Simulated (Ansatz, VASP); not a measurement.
Sb in VASP and in Ansatz

```xyz
2
Lattice="3.3802 0.0000 0.0000 -1.6901 2.9273 0.0000 0.0000 0.0000 5.3477" Properties=species:S:1:pos:R:3 pbc="T T T"
Sb    0.0000    1.9516    1.3369
Sb    1.6901    0.9758    4.0108
```

Change from the starting cell: volume scaled by 1.01, crystal datasets.

Alike in both runs: task electric field gradients; functional PBE; k mesh 12 × 12 × 7; occupations fermi-dirac, width 0.05 eV; no spin polarisation.

|  | VASP | Ansatz |
| --- | --- | --- |
| version | VASP 6.6.1 | Ansatz 0.2.0 |
| potentials or method | VASP PAW PBE potentials, release 64 (Sb), cutoff 520 eV | all-electron PAW with datasets made for the crystal, scalar-relativistic |

```tsv
	VASP	Ansatz	Ansatz less VASP
pressure (GPa)	2.2	2.3	+0.14
traceless stress, the component that is largest in VASP (GPa)	-0.74	-0.74	+0.005
size of Vzz on the site where it differs most (V/Å²)	21.5	23.0	+1.51
```

Ansatz ran all-electron here, and VASP with PAW potentials.

Neither program's run includes spin-orbit coupling.
